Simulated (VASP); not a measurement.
# SiH3C in VASP: single point with PBE

Aim: the single point of SiH3C with PBE.

Everything below comes from runs of VASP 6.6.1. Logs are shortened: lines on timing, memory, paths and dates and some standing lists are left out, and cuts for length are marked.

**1. The cell of the first run**

The cell holds a wire or tube with vacuum around it, 30 atoms: a = 15.000 Å, b = 14.800 Å, c = 7.586 Å, α = 90.00°, β = 90.00°, γ = 90.00°.

**2. Single point, PBE**

Contents of INCAR:

```
  ALGO = Normal
  EDIFF = 1E-7
  ENCUT = 520
  GGA = PE
  ISIF = 2
  ISMEAR = 0
  LASPH = T
  LCHARG = F
  LREAL = Auto
  LWAVE = F
  NBANDS = 54
  NELM = 100
  PREC = Accurate
  SIGMA = 0.05
```

Contents of KPOINTS:

```
k-points
0
Gamma
  1 1 5
```

Contents of POSCAR:

```
SiH3C
1.0
   15.0000000000      0.0000000000      0.0000000000
    0.0000000000     14.8000000000      0.0000000000
    0.0000000000      0.0000000000      7.5859238507
Si C H
6 6 18
Direct
    0.5721714338      0.5000000000      0.0000000000
    0.4529701406      0.5000000000      0.3333333333
    0.3933694940      0.3953736337      0.0000000000
    0.6317720805      0.3953736337      0.3333333333
    0.5125707872      0.6046263663      0.6666666667
    0.5125707872      0.3953736337      0.6666666667
    0.5125707872      0.3953736337      0.4166666667
    0.6317720805      0.3953736337      0.0833333333
    0.5125707872      0.6046263663      0.4166666667
    0.3933694940      0.3953736337      0.7500000000
    0.4529701406      0.5000000000      0.0833333333
    0.5721714338      0.5000000000      0.7500000000
    0.6189976162      0.5822013450      0.0654721398
    0.4783153920      0.3352397638      0.3687709403
    0.3593177758      0.5000000000      0.3988054731
    0.5975166853      0.3352397638      0.0354376069
    0.7002828708      0.3953736337      0.0354376069
    0.4783153920      0.6647602362      0.3687709403
    0.5810815776      0.6046263663      0.3687709403
    0.3591140988      0.4555075035      0.7021042736
    0.3591140988      0.3352397638      0.7021042736
    0.2997171292      0.3953736337      0.0654721398
    0.4401956764      0.3131722887      0.0654721398
    0.6785982629      0.4775749786      0.3988054731
    0.6785982629      0.3131722887      0.3988054731
    0.4189184224      0.6046263663      0.7321388064
    0.5593969696      0.6868277113      0.7321388064
    0.4187147454      0.5601338698      0.0354376069
    0.5593969696      0.3131722887      0.7321388064
    0.6406822242      0.5000000000      0.7021042736
```

Potentials or basis: VASP PAW PBE potentials, release 64 (Si, C, H).

Started as:

```
> cat potpaw_PBE.64/Si/POTCAR potpaw_PBE.64/C/POTCAR potpaw_PBE.64/H/POTCAR > POTCAR
> mpirun -np 1 vasp_std > vasp.out
```

OUTCAR:

```text
EDIFF = 1E-7
   ENCUT = 520
   GGA = PE
   ISIF = 2
   ISMEAR = 0
   LASPH = T
   LREAL = Auto
   NELM = 100
   PREC = Accurate

 ion  position               nearest neighbor table
   1  0.572  0.500  0.000-  13 1.49  11 1.90   8 1.90  12 1.90   3 3.10   2 3.10   5 3.10   6 3.10
                             4 3.10
   2  0.453  0.500  0.333-  15 1.49   9 1.90   7 1.90  11 1.90   1 3.10   3 3.10   4 3.10   5 3.10
                             6 3.10
   3  0.393  0.395  0.000-  22 1.49  23 1.49  11 1.90  10 1.90   1 3.10   6 3.10   2 3.10
   4  0.632  0.395  0.333-  24 1.49  25 1.49   8 1.90   7 1.90   1 3.10   2 3.10   6 3.10
   5  0.513  0.605  0.667-  26 1.49  27 1.49  12 1.90   9 1.90   6 3.10   1 3.10   2 3.10
   6  0.513  0.395  0.667-  29 1.49  10 1.90  12 1.90   7 1.90   5 3.10   3 3.10   1 3.10   2 3.10
                             4 3.10
   7  0.513  0.395  0.417-  14 1.09   2 1.90   6 1.90   4 1.90
   8  0.632  0.395  0.083-  17 1.09  16 1.09   1 1.90   4 1.90
   9  0.513  0.605  0.417-  19 1.09  18 1.09   2 1.90   5 1.90
  10  0.393  0.395  0.750-  20 1.09  21 1.09   6 1.90   3 1.90
  11  0.453  0.500  0.083-  28 1.09   1 1.90   3 1.90   2 1.90
  12  0.572  0.500  0.750-  30 1.09   6 1.90   5 1.90   1 1.90
  13  0.619  0.582  0.065-   1 1.49
  14  0.478  0.335  0.369-   7 1.09
  15  0.359  0.500  0.399-   2 1.49
  16  0.598  0.335  0.035-   8 1.09
  17  0.700  0.395  0.035-   8 1.09
  18  0.478  0.665  0.369-   9 1.09
[... 10 lines left out ...]
  29  0.559  0.313  0.732-   6 1.49
  30  0.641  0.500  0.702-  12 1.09

  LATTYP: Found a simple orthorhombic cell.
 ALAT       =     7.5859238507
 B/A-ratio  =     1.9509818832
 C/A-ratio  =     1.9773465032

  Lattice vectors:

 A1 = (   0.0000000000,   0.0000000000,  -7.5859238507)
 A2 = (   0.0000000000,  14.8000000000,   0.0000000000)
 A3 = (  15.0000000000,   0.0000000000,   0.0000000000)

Analysis of symmetry for initial positions (statically):
=====================================================================
 Subroutine PRICEL returns:
 Original cell was already a primitive cell.

 Routine SETGRP: Setting up the symmetry group for a
 simple orthorhombic supercell.

 Subroutine GETGRP returns: Found  1 space group operations
 (whereof  1 operations were pure point group operations)
 out of a pool of  8 trial point group operations.

The static configuration has the point symmetry C_1 .

Analysis of symmetry for dynamics (positions and initial velocities):
=====================================================================
 Subroutine PRICEL returns:
 Original cell was already a primitive cell.

 Routine SETGRP: Setting up the symmetry group for a
 simple orthorhombic supercell.

 Subroutine GETGRP returns: Found  1 space group operations
 (whereof  1 operations were pure point group operations)
 out of a pool of  8 trial point group operations.

The dynamic configuration has the point symmetry C_1 .

 Subroutine INISYM returns: Found  1 space group operations
 (whereof  1 operations are pure point group operations),
 and found     1 'primitive' translations

----------------------------------------------------------------------------------------

                                     Primitive cell

  volume of cell :    1684.0751

  direct lattice vectors                    reciprocal lattice vectors
    15.000000000  0.000000000  0.000000000     0.066666667  0.000000000  0.000000000
     0.000000000 14.800000000  0.000000000     0.000000000  0.067567568  0.000000000
     0.000000000  0.000000000  7.585923851     0.000000000  0.000000000  0.131823100

  length of vectors
    15.000000000 14.800000000  7.585923851     0.066666667  0.067567568  0.131823100

  position of ions in fractional coordinates (direct lattice)
     0.572171434  0.500000000  0.000000000
     0.452970141  0.500000000  0.333333333
     0.393369494  0.395373634  0.000000000
     0.631772080  0.395373634  0.333333333
     0.512570787  0.604626366  0.666666667
     0.512570787  0.395373634  0.666666667
[... 22 lines left out ...]
     0.559396970  0.313172289  0.732138806
     0.640682224  0.500000000  0.702104274

  ion indices of the primitive-cell ions
   primitive index   ion index
                 1           1
                 2           2
                 3           3
                 4           4
                 5           5
                 6           6
[... 22 lines left out ...]
                29          29
                30          30

----------------------------------------------------------------------------------------

 KPOINTS: k-points

Automatic generation of k-mesh.
 Grid dimensions read from file:
 generate k-points for:    1    1    5

 Generating k-lattice:

  Cartesian coordinates                     Fractional coordinates (reciprocal lattice)
     0.066666667  0.000000000  0.000000000     1.000000000  0.000000000  0.000000000
     0.000000000  0.067567568  0.000000000     0.000000000  1.000000000  0.000000000
     0.000000000  0.000000000  0.026364620     0.000000000  0.000000000  0.200000000

  Length of vectors
     0.066666667  0.067567568  0.026364620

  Shift w.r.t. Gamma in fractional coordinates (k-lattice)
     0.000000000  0.000000000  0.000000000

 Subroutine IBZKPT returns following result:
 ===========================================

 Found      3 irreducible k-points:

 Following reciprocal coordinates:
            Coordinates               Weight
  0.000000  0.000000  0.000000      1.000000
  0.000000  0.000000  0.200000      2.000000
  0.000000  0.000000  0.400000      2.000000
   k-points           NKPTS =      3   k-points in BZ     NKDIM =      3   number of bands    NBANDS=     54
   number of dos      NEDOS =    301   number of ions     NIONS =     30
   total plane-waves  NPLWV = 702464
   dimension x,y,z NGX =   112 NGY =  112 NGZ =   56
   dimension x,y,z NGXF=   224 NGYF=  224 NGZF=  112
   ions per type =               6   6  18
   NGX,Y,Z   is equivalent  to a cutoff of  12.41, 12.58, 12.27 a.u.
   NGXF,Y,Z  is equivalent  to a cutoff of  24.83, 25.16, 24.54 a.u.
 SYSTEM =  unknown system
   PREC   = accura    normal or accurate (medium, high low for compatibility)
   ISTART =      0    job   : 0-new  1-cont  2-samecut
   ICHARG =      2    charge: 1-file 2-atom 10-const
   ISPIN  =      1    spin polarized calculation?
   LNONCOLLINEAR =      F non collinear calculations
   LSORBIT =      F    spin-orbit coupling
   LASPH  =      T    aspherical Exc in radial PAW
   ENCUT  =  520.0 eV  38.22 Ry    6.18 a.u.  27.89 27.52 14.10*2*pi/ulx,y,z
   NELM   =    100;   NELMIN=  2; NELMDL= -5     # of ELM steps
   EDIFF  = 0.1E-06   stopping-criterion for ELM
   LREAL  =      T    real-space projection
   EDIFFG = 0.1E-05   stopping-criterion for IOM
   NSW    =      0    number of steps for IOM
   IBRION =     -1    ionic relax: 0-MD 1-quasi-New 2-CG
   NFREE  =      0    steps in history (QN), initial steepest desc. (CG)
   ISIF   =      2    stress and relaxation
   ISYM   =      2    0-nonsym 1-usesym 2-fastsym
   POTIM  = 0.5000    time-step for ionic-motion
   TEBEG  =    0.0;   TEEND  =   0.0 temperature during run
   PSTRESS=    0.0 pullay stress
   NELECT =      66.0000    total number of electrons
   NUPDOWN=      -1.0000    fix difference up-down
   EMIN   =  10.00;   EMAX   =-10.00  energy-range for DOS
   EFERMI =   0.00;   METHOD = LEGACY
   ISMEAR =     0;   SIGMA  =   0.05  broadening in eV -4-tet -1-fermi 0-gaus
   EFERMI_NEDOS =   21; number of points for ismear=-14 and -15
   IALGO  =     38    algorithm
   IMIX   =      4    mixing-type and parameters
     AMIX     =   0.40;   BMIX     =  1.00
     AMIX_MAG =   1.60;   BMIX_MAG =  1.00
  volume/ion in A,a.u.               =      56.14       378.82
  Fermi-wavevector in a.u.,A,eV,Ry     =   0.556078  1.050835  4.207230  0.309223
  Thomas-Fermi vector in A             =   1.590090
   LORBIT       =      0    0 simple, 1 ext, 2 COOP (PROOUT), +10 PAW based schemes
   GGA     = PE    functional components
   LHFCALC =     F    Hartree Fock is set to
   AEXX    =    0.0000 exact exchange contribution
   IVDW    =     0    specifies the selected vdW correction
   LEPSILON=     F    determine dielectric tensor
   LRPA    =     F    only Hartree local field effects (RPA)
 non-spin polarized calculation
 Gauss-broadening in eV      SIGMA  =   0.05
  energy-cutoff  :      520.00
  volume of cell :     1684.08
 maximum number of plane-waves:     45372
 NGX is ok and might be reduce to   112
   NGX = 55   NGY = 55   NGZ = 29

 number of electron      65.9999998 magnetization

 Free energy of the ion-electron system (eV)
  ---------------------------------------------------
  ext. energy  EPLUGINS =         0.00000000
  ---------------------------------------------------
  free energy    TOTEN  =      -152.17314259 eV

  energy without entropy =     -152.17314259  energy(sigma->0) =     -152.17314259

 E-fermi :  -4.6861     XC(G=0):  -2.0255

 val. band max:       -4.9377106216   @ k =   0.0000   0.0000   0.0000
 cond. band min:      -0.2148415487   @ k =   0.0000   0.0000   0.0000
 fundamental gap:      4.7228690729
 Fermi energy:        -4.6860540445

 k-point     1 :       0.0000    0.0000    0.0000
  band No.  band energies     occupation
      1     -17.3759      2.00000
      2     -16.0759      2.00000
      3     -16.0736      2.00000
      4     -15.7082      2.00000
      5     -15.7072      2.00000
      6     -15.2286      2.00000
[... 37 lines left out ...]
     44       1.6455      0.00000
     45       1.6847      0.00000

 k-point     2 :       0.0000    0.0000    0.2000
  band No.  band energies     occupation
      1     -17.3060      2.00000
      2     -16.3664      2.00000
      3     -16.0877      2.00000
      4     -15.7707      2.00000
      5     -15.3205      2.00000
      6     -15.2888      2.00000
[... 37 lines left out ...]
     44       1.5213      0.00000
     45       1.5902      0.00000

 k-point     3 :       0.0000    0.0000    0.4000
  band No.  band energies     occupation
      1     -17.1006      2.00000
      2     -16.7743      2.00000
      3     -16.1172      2.00000
      4     -15.6221      2.00000
      5     -15.4403      2.00000
      6     -15.0346      2.00000
[... 37 lines left out ...]
     44       1.5294      0.00000
     45       1.6851      0.00000
 [bands above 45 left out]

------------------------ aborting loop because EDIFF is reached ----------------------------------------

  FORCE on cell =-STRESS in cart. coord.  units (eV):
  Direction    XX          YY          ZZ          XY          YZ          ZX
  --------------------------------------------------------------------------------------
  -------------------------------------------------------------------------------------
  Total        1.0053130      1.0130743      2.5347808     -0.0026025     -0.0025509      0.0047692
  in kB        0.9564239      0.9638077      2.4115126     -0.0024759     -0.0024268      0.0045372
  external PRESSURE =       1.4439148 kB  Pullay stress =       0.0000000 kB

 VOLUME and BASIS-vectors are now :
 -----------------------------------------------------------------------------
  energy-cutoff  :      520.00
  volume of cell :     1684.08
      direct lattice vectors                 reciprocal lattice vectors
    15.000000000  0.000000000  0.000000000     0.066666667  0.000000000  0.000000000
     0.000000000 14.800000000  0.000000000     0.000000000  0.067567568  0.000000000
     0.000000000  0.000000000  7.585923851     0.000000000  0.000000000  0.131823100

 POSITION                                       TOTAL-FORCE (eV/Angst)
 -----------------------------------------------------------------------------------
      8.58257      7.40000      0.00000        -0.043816     -0.398477     -0.399902
      6.79455      7.40000      2.52864         0.368844      0.159007     -0.399658
      5.90054      5.85153      0.00000        -0.161056      0.576630     -0.519424
      9.47658      5.85153      2.52864        -0.415043     -0.432210     -0.519235
      7.68856      8.94847      5.05728         0.583816     -0.149414     -0.519103
      7.68856      5.85153      5.05728        -0.320258      0.239740     -0.400902
[... 22 lines left out ...]
      8.39095      4.63495      5.55395         0.024122     -0.166970      0.035224
      9.61023      7.40000      5.32611         0.363448      0.057780     -0.112269
 -----------------------------------------------------------------------------------
    total drift:                               -0.002497      0.004845     -0.017079

  FREE ENERGIE OF THE ION-ELECTRON SYSTEM (eV)
  ---------------------------------------------------
  free  energy   TOTEN  =      -152.1731425899 eV

  energy  without entropy=     -152.1731425899  energy(sigma->0) =     -152.17314259
```

It took 22 min on 1 thread of Intel Xeon 8259CL, shared host; peak memory 1.3 GiB.

Results:

```
Free energy            : -152.1731 eV
Largest force          : 1.038 eV/Å
Band gap on the k mesh : 4.72 eV
```

Forces on the atoms (eV/Å):
```
Si  -0.044 -0.398 -0.400
Si   0.369  0.159 -0.400
Si  -0.161  0.577 -0.519
Si  -0.415 -0.432 -0.519
Si   0.584 -0.149 -0.519
Si  -0.320  0.240 -0.401
C    0.525  0.746  0.390
C   -0.177  0.752  0.687
C   -0.558 -0.532  0.694
C    0.736 -0.220  0.695
C    0.365 -0.824  0.382
C   -0.899  0.085  0.391
H    0.132  0.105  0.035
H   -0.131 -0.344 -0.112
H   -0.158  0.062  0.035
H   -0.035 -0.266 -0.091
H    0.306 -0.053 -0.188
H   -0.107  0.291 -0.188
H    0.248  0.103 -0.091
H   -0.213  0.163 -0.092
H   -0.199 -0.239 -0.188
H   -0.113 -0.104  0.162
H   -0.054 -0.109  0.033
H    0.121  0.008  0.033
H    0.145 -0.045  0.162
H   -0.069  0.101  0.033
H   -0.034  0.149  0.162
H   -0.232  0.286 -0.112
H    0.024 -0.167  0.035
H    0.363  0.058 -0.112
```
